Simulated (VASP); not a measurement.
# ZnSe (F-43m) in VASP: notebook

The runs below take ZnSe through single point, relaxation of cell and atoms, with LDA.

Everything below comes from runs of VASP 6.6.1. Logs are shortened: lines on timing, memory, paths and dates and some standing lists are left out, and cuts for length are marked.

**1. The cell of the first run**

The structure is cubic, space group F-43m (No. 216). Conventional cell: a = 5.385 Å, b = 5.385 Å, c = 5.385 Å, α = 90.00°, β = 90.00°, γ = 90.00°. Zn (site symmetry -43m) has 4 Se at 2.33 Å within 3.1 Å. Se (site symmetry -43m) has 4 Zn at 2.33 Å within 3.1 Å.

**2. Single point, LDA**

INCAR

```
PREC = Accurate ; ENCUT = 520
EDIFF = 1E-6 ; ISMEAR = 0
SIGMA = 0.01 ; LREAL = False
LASPH = True ; NELM = 60
ALGO = Normal ; ISIF = 2
LWAVE = False ; LCHARG = False
GGA = CA ; NBANDS = 16
```

KPOINTS

```
regular mesh
0
Gamma
  8 8 8
```

POSCAR

```
ZnSe
1.0
    0.0000000000      2.6925015405      2.6925015405
    2.6925015405      0.0000000000      2.6925015405
    2.6925015405      2.6925015405      0.0000000000
Zn Se
1 1
Direct
    0.0000000000      0.0000000000      0.0000000000
    0.7500000000      0.7500000000      0.7500000000
```

Potentials or basis: VASP PAW LDA potentials, release 64 (Zn, Se).

On the command line:

```
> cat potpaw_LDA.64/Zn/POTCAR potpaw_LDA.64/Se/POTCAR > POTCAR
> mpirun -np 1 vasp_std > vasp.out
```

OUTCAR:

```text
PREC = Accurate
   ENCUT = 520
   EDIFF = 1E-6
   ISMEAR = 0
   LREAL = False
   LASPH = True
   NELM = 60
   ISIF = 2
   GGA = CA

 ion  position               nearest neighbor table
   1  0.000  0.000  0.000-   2 2.33   2 2.33   2 2.33   2 2.33
   2  0.750  0.750  0.750-   1 2.33   1 2.33   1 2.33   1 2.33

  LATTYP: Found a face centered cubic cell.
 ALAT       =     5.3850030810

  Lattice vectors:

 A1 = (   0.0000000000,   2.6925015405,   2.6925015405)
 A2 = (   2.6925015405,   0.0000000000,   2.6925015405)
 A3 = (   2.6925015405,   2.6925015405,   0.0000000000)

Analysis of symmetry for initial positions (statically):
=====================================================================
 Subroutine PRICEL returns:
 Original cell was already a primitive cell.

 Routine SETGRP: Setting up the symmetry group for a
 face centered cubic supercell.

 Subroutine GETGRP returns: Found 24 space group operations
 (whereof 24 operations were pure point group operations)
 out of a pool of 48 trial point group operations.

The static configuration has the point symmetry T_d .

Analysis of symmetry for dynamics (positions and initial velocities):
=====================================================================
 Subroutine PRICEL returns:
 Original cell was already a primitive cell.

 Routine SETGRP: Setting up the symmetry group for a
 face centered cubic supercell.

 Subroutine GETGRP returns: Found 24 space group operations
 (whereof 24 operations were pure point group operations)
 out of a pool of 48 trial point group operations.

The dynamic configuration has the point symmetry T_d .

 Subroutine INISYM returns: Found 24 space group operations
 (whereof 24 operations are pure point group operations),
 and found     1 'primitive' translations

----------------------------------------------------------------------------------------

                                     Primitive cell

  volume of cell :      39.0389

  direct lattice vectors                    reciprocal lattice vectors
     0.000000000  2.692501540  2.692501540    -0.185700915  0.185700915  0.185700915
     2.692501540  0.000000000  2.692501540     0.185700915 -0.185700915  0.185700915
     2.692501540  2.692501540  0.000000000     0.185700915  0.185700915 -0.185700915

  length of vectors
     3.807772195  3.807772195  3.807772195     0.321643420  0.321643420  0.321643420

  position of ions in fractional coordinates (direct lattice)
     0.000000000  0.000000000  0.000000000
     0.750000000  0.750000000  0.750000000

  ion indices of the primitive-cell ions
   primitive index   ion index
                 1           1
                 2           2

----------------------------------------------------------------------------------------

 KPOINTS: regular mesh

Automatic generation of k-mesh.
 Grid dimensions read from file:
 generate k-points for:    8    8    8

 Generating k-lattice:

  Cartesian coordinates                     Fractional coordinates (reciprocal lattice)
    -0.023212614  0.023212614  0.023212614     0.125000000  0.000000000  0.000000000
     0.023212614 -0.023212614  0.023212614     0.000000000  0.125000000  0.000000000
     0.023212614  0.023212614 -0.023212614     0.000000000  0.000000000  0.125000000

  Length of vectors
     0.040205427  0.040205427  0.040205427

  Shift w.r.t. Gamma in fractional coordinates (k-lattice)
     0.000000000  0.000000000  0.000000000

 Subroutine IBZKPT returns following result:
 ===========================================

 Found     29 irreducible k-points:

 Following reciprocal coordinates:
            Coordinates               Weight
  0.000000  0.000000  0.000000      1.000000
  0.125000  0.000000  0.000000      8.000000
  0.250000  0.000000  0.000000      8.000000
  0.375000  0.000000  0.000000      8.000000
  0.500000  0.000000  0.000000      4.000000
  0.125000  0.125000  0.000000      6.000000
[... 16 lines left out ...]
  0.500000  0.250000  0.125000     48.000000
 -0.375000  0.250000  0.125000     24.000000
 [... further k-points ...]
   k-points           NKPTS =     29   k-points in BZ     NKDIM =     29   number of bands    NBANDS=     16
   number of dos      NEDOS =    301   number of ions     NIONS =      2
   total plane-waves  NPLWV =  21952
   dimension x,y,z NGX =    28 NGY =   28 NGZ =   28
   dimension x,y,z NGXF=    56 NGYF=   56 NGZF=   56
   ions per type =               1   1
   NGX,Y,Z   is equivalent  to a cutoff of  12.22, 12.22, 12.22 a.u.
   NGXF,Y,Z  is equivalent  to a cutoff of  24.45, 24.45, 24.45 a.u.
 SYSTEM =  unknown system
   PREC   = accura    normal or accurate (medium, high low for compatibility)
   ISTART =      0    job   : 0-new  1-cont  2-samecut
   ICHARG =      2    charge: 1-file 2-atom 10-const
   ISPIN  =      1    spin polarized calculation?
   LNONCOLLINEAR =      F non collinear calculations
   LSORBIT =      F    spin-orbit coupling
   LASPH  =      T    aspherical Exc in radial PAW
   ENCUT  =  520.0 eV  38.22 Ry    6.18 a.u.   7.08  7.08  7.08*2*pi/ulx,y,z
   NELM   =     60;   NELMIN=  2; NELMDL= -5     # of ELM steps
   EDIFF  = 0.1E-05   stopping-criterion for ELM
   LREAL  =      F    real-space projection
   EDIFFG = 0.1E-04   stopping-criterion for IOM
   NSW    =      0    number of steps for IOM
   IBRION =     -1    ionic relax: 0-MD 1-quasi-New 2-CG
   NFREE  =      0    steps in history (QN), initial steepest desc. (CG)
   ISIF   =      2    stress and relaxation
   ISYM   =      2    0-nonsym 1-usesym 2-fastsym
   POTIM  = 0.5000    time-step for ionic-motion
   TEBEG  =    0.0;   TEEND  =   0.0 temperature during run
   PSTRESS=    0.0 pullay stress
   NELECT =      18.0000    total number of electrons
   NUPDOWN=      -1.0000    fix difference up-down
   EMIN   =  10.00;   EMAX   =-10.00  energy-range for DOS
   EFERMI =   0.00;   METHOD = LEGACY
   ISMEAR =     0;   SIGMA  =   0.01  broadening in eV -4-tet -1-fermi 0-gaus
   EFERMI_NEDOS =   21; number of points for ismear=-14 and -15
   IALGO  =     38    algorithm
   IMIX   =      4    mixing-type and parameters
     AMIX     =   0.40;   BMIX     =  1.00
     AMIX_MAG =   1.60;   BMIX_MAG =  1.00
  volume/ion in A,a.u.               =      19.52       131.72
  Fermi-wavevector in a.u.,A,eV,Ry     =   1.264735  2.390004 21.763279  1.599556
  Thomas-Fermi vector in A             =   2.398025
   LORBIT       =      0    0 simple, 1 ext, 2 COOP (PROOUT), +10 PAW based schemes
   GGA     = CA    functional components
   LHFCALC =     F    Hartree Fock is set to
   AEXX    =    0.0000 exact exchange contribution
   IVDW    =     0    specifies the selected vdW correction
   LEPSILON=     F    determine dielectric tensor
   LRPA    =     F    only Hartree local field effects (RPA)
 non-spin polarized calculation
 Gauss-broadening in eV      SIGMA  =   0.01
  energy-cutoff  :      520.00
  volume of cell :       39.04
 maximum number of plane-waves:      1067
   NGX = 15   NGY = 15   NGZ = 15

 number of electron      18.0000006 magnetization

 Free energy of the ion-electron system (eV)
  ---------------------------------------------------
  ext. energy  EPLUGINS =         0.00000000
  ---------------------------------------------------
  free energy    TOTEN  =        -7.25485230 eV

  energy without entropy =       -7.25485230  energy(sigma->0) =       -7.25485230

 E-fermi :   3.0425     XC(G=0): -10.3972

 val. band max:        2.9874384335   @ k =   0.0000   0.0000   0.0000
 cond. band min:       4.7167030244   @ k =   0.0000   0.0000   0.0000
 fundamental gap:      1.7292645909
 Fermi energy:         3.0425468087

 k-point     1 :       0.0000    0.0000    0.0000
  band No.  band energies     occupation
      1     -11.4143      2.00000
      2      -4.3744      2.00000
      3      -4.3744      2.00000
      4      -4.3744      2.00000
      5      -3.8632      2.00000
      6      -3.8632      2.00000
[... 8 lines left out ...]
     15      14.7870      0.00000
     16      14.7870      0.00000

 k-point     2 :       0.1250    0.0000    0.0000
  band No.  band energies     occupation
      1     -11.2808      2.00000
      2      -4.3784      2.00000
      3      -4.3527      2.00000
      4      -4.3527      2.00000
      5      -3.8657      2.00000
      6      -3.8657      2.00000
[... 8 lines left out ...]
     15      13.8001      0.00000
     16      14.1137      0.00000

 k-point     3 :       0.2500    0.0000    0.0000
  band No.  band energies     occupation
      1     -10.9280      2.00000
      2      -4.3446      2.00000
      3      -4.3054      2.00000
      4      -4.3054      2.00000
      5      -3.8642      2.00000
      6      -3.8642      2.00000
[... 8 lines left out ...]
     15      13.5506      0.00000
     16      13.7317      0.00000

 k-point     4 :       0.3750    0.0000    0.0000
  band No.  band energies     occupation
      1     -10.5188      2.00000
      2      -4.2686      2.00000
      3      -4.2686      2.00000
      4      -4.1370      2.00000
      5      -3.8483      2.00000
      6      -3.8483      2.00000
[... 8 lines left out ...]
     15      14.8808      0.00000
     16      14.8808      0.00000

 k-point     5 :       0.5000    0.0000    0.0000
  band No.  band energies     occupation
      1     -10.3270      2.00000
      2      -4.2573      2.00000
      3      -4.2573      2.00000
      4      -3.8365      2.00000
      5      -3.8365      2.00000
      6      -3.6510      2.00000
[... 8 lines left out ...]
     15      16.6816      0.00000
     16      16.6816      0.00000

 k-point     6 :       0.1250    0.1250    0.0000
  band No.  band energies     occupation
      1     -11.2361      2.00000
      2      -4.4008      2.00000
      3      -4.3345      2.00000
      4      -4.3345      2.00000
      5      -3.8812      2.00000
      6      -3.8530      2.00000
[... 8 lines left out ...]
     15      14.7169      0.00000
     16      15.0226      0.00000
[... 267 lines left out ...]
 k-point    21 :       0.5000    0.5000    0.0000
  band No.  band energies     occupation
      1      -9.9523      2.00000
      2      -4.4545      2.00000
      3      -4.0207      2.00000
      4      -4.0207      2.00000
      5      -3.7933      2.00000
      6      -3.6223      2.00000
[... 8 lines left out ...]
     15      17.4402      0.00000
     16      18.0825      0.00000

 k-point    22 :       0.3750    0.2500    0.1250
  band No.  band energies     occupation
      1     -10.6481      2.00000
      2      -4.3745      2.00000
      3      -4.2411      2.00000
      4      -4.2142      2.00000
      5      -3.8894      2.00000
      6      -3.8277      2.00000
[... 8 lines left out ...]
     15      15.7360      0.00000
     16      17.1051      0.00000

 k-point    23 :       0.5000    0.2500    0.1250
  band No.  band energies     occupation
      1     -10.3024      2.00000
      2      -4.2745      2.00000
      3      -4.2120      2.00000
      4      -4.0784      2.00000
      5      -3.8508      2.00000
      6      -3.7903      2.00000
[... 8 lines left out ...]
     15      16.1416      0.00000
     16      17.2022      0.00000

 k-point    24 :      -0.3750    0.2500    0.1250
  band No.  band energies     occupation
      1     -10.1449      2.00000
      2      -4.2537      2.00000
      3      -4.1881      2.00000
      4      -3.9311      2.00000
      5      -3.8566      2.00000
      6      -3.5709      2.00000
[... 8 lines left out ...]
     15      16.1215      0.00000
     16      17.1821      0.00000

 [... further k-points ...]
[... 5 lines left out ...]
  --------------------------------------------------------------------------------------
  -------------------------------------------------------------------------------------
  Total        2.3220239      2.3220239      2.3220239      0.0000000     -0.0000000     -0.0000000
  in kB       95.2970336     95.2970336     95.2970336      0.0000000     -0.0000000     -0.0000000
  external PRESSURE =      95.2970336 kB  Pullay stress =       0.0000000 kB

 VOLUME and BASIS-vectors are now :
 -----------------------------------------------------------------------------
  energy-cutoff  :      520.00
  volume of cell :       39.04
      direct lattice vectors                 reciprocal lattice vectors
     0.000000000  2.692501540  2.692501540    -0.185700915  0.185700915  0.185700915
     2.692501540  0.000000000  2.692501540     0.185700915 -0.185700915  0.185700915
     2.692501540  2.692501540  0.000000000     0.185700915  0.185700915 -0.185700915

 POSITION                                       TOTAL-FORCE (eV/Angst)
 -----------------------------------------------------------------------------------
      0.00000      0.00000      0.00000         0.000000     -0.000000     -0.000000
      4.03875      4.03875      4.03875        -0.000000      0.000000      0.000000
 -----------------------------------------------------------------------------------
    total drift:                               -0.000000     -0.000000     -0.000000

  FREE ENERGIE OF THE ION-ELECTRON SYSTEM (eV)
  ---------------------------------------------------
  free  energy   TOTEN  =        -7.2548522955 eV

  energy  without entropy=       -7.2548522955  energy(sigma->0) =       -7.25485230
```

Wall time 17 s (1 thread of AMD EPYC 9R45 (Zen 5), shared host); peak memory 0.11 GiB.

What came out:

```yaml
Free_energy: -7.2549 eV
Pressure: 9.5 GPa
Band_gap_on_the_k_mesh: 1.73 eV, direct
```

Expect the measured gap to be larger: semilocal functionals such as LDA lack the derivative discontinuity.

**3. Relaxation of cell and atoms, LDA, target pressure 9 GPa, at which the enthalpy is minimised**

This run uses another cell than the first one, of 21.57 Å³/atom, 1.105 times its volume.

INCAR

```
PREC = Accurate
ENCUT = 600
EDIFF = 1E-6
ISMEAR = 0
SIGMA = 0.01
LREAL = F
LASPH = T
NELM = 60
ALGO = Normal
ISIF = 3
LWAVE = F
LCHARG = F
GGA = CA
IBRION = 2
NSW = 80
EDIFFG = -0.001
PSTRESS = 90.0
```

KPOINTS

```
Automatic mesh
0
Gamma
  8 8 8
```

POSCAR

```
ZnSe
1.0
    0.0000000000      2.7837680051      2.7837680051
    2.7837680051      0.0000000000      2.7837680051
    2.7837680051      2.7837680051      0.0000000000
Zn Se
1 1
Direct
    0.0000000000      0.0000000000      0.0000000000
    0.7500000000      0.7500000000      0.7500000000
```

Potentials or basis: VASP PAW LDA potentials, release 64 (Zn, Se).

On the command line:

```
> cat potpaw_LDA.64/Zn/POTCAR potpaw_LDA.64/Se/POTCAR > POTCAR
> mpirun -np 1 vasp_std > vasp.out
```

It took 71 s on 1 thread of AMD EPYC 9R45 (Zen 5), shared host; peak memory 0.14 GiB.

The run converged. Its results:

- Free energy: -7.2661 eV
- Relaxed volume: 19.61 Å³/atom
- Relaxed cell: a = 3.814 Å, b = 3.814 Å, c = 3.814 Å, α = 60.00°, β = 60.00°, γ = 60.00°
- Space group after relaxing (to 0.05 Å): F-43m (No. 216)
- Energy change on relaxing (the enthalpy is what falls): +52.8 meV/atom
- Ionic steps: 9
- Pressure after relaxing: 9.0 GPa
- Band gap on the k mesh: 1.71 eV, direct

The path:
```tsv
step	energy change (eV)	largest force (eV/Å)	pressure (GPa)	volume (Å³)
1	0.0000	0.0000	0.34	43.14
2	0.3595	0.0000	19.18	36.26
3	0.1031	0.0000	8.93	39.26
4	0.1073	0.0000	9.07	39.19
5	0.1050	0.0000	8.94	39.23
6	0.1054	0.0000	9.01	39.22
7	0.1054	0.0000	8.99	39.22
8	0.1058	0.0000	9.03	39.21
9	0.1055	0.0000	9.00	39.22
```

Final structure:
```
Zn Se
1.0
     0.00000    2.69667    2.69667
     2.69667    0.00000    2.69667
     2.69667    2.69667    0.00000
Zn Se
1 1
Direct
  0.00000 0.00000 0.00000
  0.75000 0.75000 0.75000
```

Levels at points of the mesh, in eV from the valence-band top:
```
           k point  band 6  band 7  band 8  band 9  band 10  band 11  band 12  band 13
(0.00, 0.00, 0.00)   -6.83    0.00    0.00    0.00     1.71     5.62     5.62     5.62
(0.50, 0.00, 0.00)   -6.62   -6.33   -1.12   -1.12     2.63     6.23     6.23     8.66
(0.50, 0.50, 0.00)   -6.59   -5.51   -2.79   -2.79     2.44     3.25    11.72    12.15
```

Caveat: the cell is relaxed towards a set pressure, so the enthalpy falls and the energy may rise. LDA usually gives volumes a few per cent too small.
